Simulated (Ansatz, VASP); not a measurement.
# Sr4HfO in VASP and in Ansatz

The input INCAR:

```
PREC = Accurate ; ENCUT = 600
EDIFF = 1E-6 ; ISMEAR = 0
SIGMA = 0.1 ; LREAL = False
LASPH = True ; NELM = 100
ALGO = Fast ; ISIF = 3
LWAVE = False ; LCHARG = False
GGA = PE ; IBRION = 2
NSW = 100 ; EDIFFG = -0.01
```

The input KPOINTS:

```
Automatic mesh
0
Gamma
  6 6 6
```

Contents of POSCAR:

```
Sr4HfO
1.0
    5.8534314971      0.0000000000      0.0000000000
   -2.9267157485      5.0692203758      0.0000000000
    0.0000000000      0.0000000000      6.8465502947
Sr Hf O
4 1 1
Direct
    0.3333333333      0.6666666667      0.2555277864
    0.6666666667      0.3333333333      0.2555277864
    0.6666666667      0.3333333333      0.7444722136
    0.3333333333      0.6666666667      0.7444722136
    0.0000000000      0.0000000000      0.5000000000
    0.0000000000      0.0000000000      0.0000000000
```

Input for Ansatz:

```yaml
crystal:
  lattice:
    - [5.8534314971, 0.0, 0.0]
    - [-2.9267157485, 5.0692203758, 0.0]
    - [0.0, 0.0, 6.8465502947]
  atoms:
    - { symbol: Sr, position: [0.3333333333, 0.6666666667, 0.2555277864] }
    - { symbol: Sr, position: [0.6666666667, 0.3333333333, 0.2555277864] }
    - { symbol: Sr, position: [0.6666666667, 0.3333333333, 0.7444722136] }
    - { symbol: Sr, position: [0.3333333333, 0.6666666667, 0.7444722136] }
    - { symbol: Hf, position: [0.0, 0.0, 0.5] }
    - { symbol: O, position: [0.0, 0.0, 0.0] }
basis:
  ecutwfc: 420
kpoints:
  mp_grid: { grid: [6, 6, 6] }
hamiltonian:
  xc: pbe
scf:
  occupations: { method: gaussian, width: 0.1 }
output:
  forces: true
  stress: true
  eigenvalues: true
  write_density: true
  write_potential: true
  elf: true
  volumetric_format: npy
relax:
  adjacent_minimum: "off"
  f_tol: 0.01
  max_steps: 80
  cell: { stress_tol: 0.05 }
```

Alike in both runs: task relaxation of cell and atoms; functional PBE; k mesh 6 × 6 × 6; occupations gaussian, width 0.1 eV; no spin polarisation.

|  | VASP | Ansatz |
| --- | --- | --- |
| version | VASP 6.6.1 | Ansatz 0.2.0 |
| potentials or method | VASP PAW PBE potentials, release 64 (Sr_sv, Hf_pv, O), cutoff 600 eV | scalar-relativistic, plane waves, PAW |
| valence electrons in the cell | 56 | 72 |

|  | VASP | Ansatz | Ansatz less VASP |
| --- | --- | --- | --- |
| gap on the k mesh at the Fermi level, each at its own relaxed structure (eV) | none | none | - |
| relaxed volume (Å³/atom) | 33.89 | 33.91 | +0.017 |
| relaxed length of the cell vector where the two differ most in proportion (Å) | 5.841 | 5.843 | +0.0016 |

A gap of «none» marks a metal or a gap that the smearing closes. VASP's potentials hold 56 valence electrons a cell and Ansatz's 72, so a difference there can come from the potentials and not from the codes.

Spin-orbit coupling is off throughout.
